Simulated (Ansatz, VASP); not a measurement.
## One calculation of SnO2, two programs

INCAR

```
SYSTEM = SnO2
  ALGO = Normal
  EDIFF = 1E-6
  ENCUT = 520
  GGA = PS
  ISIF = 2
  ISMEAR = 0
  LASPH = .True.
  LCHARG = .False.
  LREAL = .False.
  LWAVE = .False.
  NBANDS = 35
  NELM = 80
  PREC = Accurate
  SIGMA = 0.02
```

KPOINTS

```
k-points
0
Gamma
  6 6 8
  0 0 0
```

File POSCAR:

```
SnO2
1.0
    4.6253869068      0.0000000000      0.0000000000
    0.0000000000      4.6253869068      0.0000000000
    0.0000000000      0.0000000000      3.2895335176
Sn O
2 4
Direct
    0.5000000000      0.5000000000      0.5000000000
    0.0000000000      0.0000000000      0.0000000000
    0.1928403337      0.8071596663      0.5000000000
    0.8071596663      0.1928403337      0.5000000000
    0.3071596663      0.3071596663      0.0000000000
    0.6928403337      0.6928403337      0.0000000000
```

Input for Ansatz:

```yaml
crystal:
  lattice:
    - [4.6253869068, 0.0, 0.0]
    - [0.0, 4.6253869068, 0.0]
    - [0.0, 0.0, 3.2895335176]
  atoms:
    - { symbol: Sn, position: [0.5, 0.5, 0.5] }
    - { symbol: Sn, position: [0.0, 0.0, 0.0] }
    - { symbol: O, position: [0.1928403337, 0.8071596663, 0.5] }
    - { symbol: O, position: [0.8071596663, 0.1928403337, 0.5] }
    - { symbol: O, position: [0.3071596663, 0.3071596663, 0.0] }
    - { symbol: O, position: [0.6928403337, 0.6928403337, 0.0] }
basis:
  ecutwfc: 420
kpoints:
  mp_grid: { grid: [6, 6, 8] }
  band_path: { path: [VBM, CBM], npoints: 2 }
hamiltonian:
  xc: pbesol
scf:
  occupations: { method: gaussian, width: 0.02 }
output:
  forces: true
  stress: true
  eigenvalues: true
checkpoint:
  read: start.run
  write: ck
  compress: false
  write_wavefunctions: false
  write_every: 100000
```

Alike in both runs: task single point; functional PBEsol; k mesh 6 × 6 × 8; occupations gaussian, width 0.02 eV; no spin polarisation.

```csv
,VASP,Ansatz
version,VASP 6.6.1,Ansatz 0.2.0
potentials or method,"VASP PAW PBE potentials, release 64 (Sn_d, O), cutoff 520 eV","scalar-relativistic, plane waves, PAW"
valence electrons in the cell,52,52
```

```csv
,VASP,Ansatz,Ansatz less VASP
gap on the k mesh at the Fermi level (eV),1.20,1.20,+0.003
least direct gap on the mesh (eV),1.20,1.20,+0.003
pressure (GPa),7.1,6.4,-0.70
"traceless stress, the component that is largest in VASP (GPa)",-6.18,-6.35,-0.171
```

VASP's potentials were made for PBE, not for PBEsol. With one functional, cell and mesh, what is left measures potentials, basis and numerics.
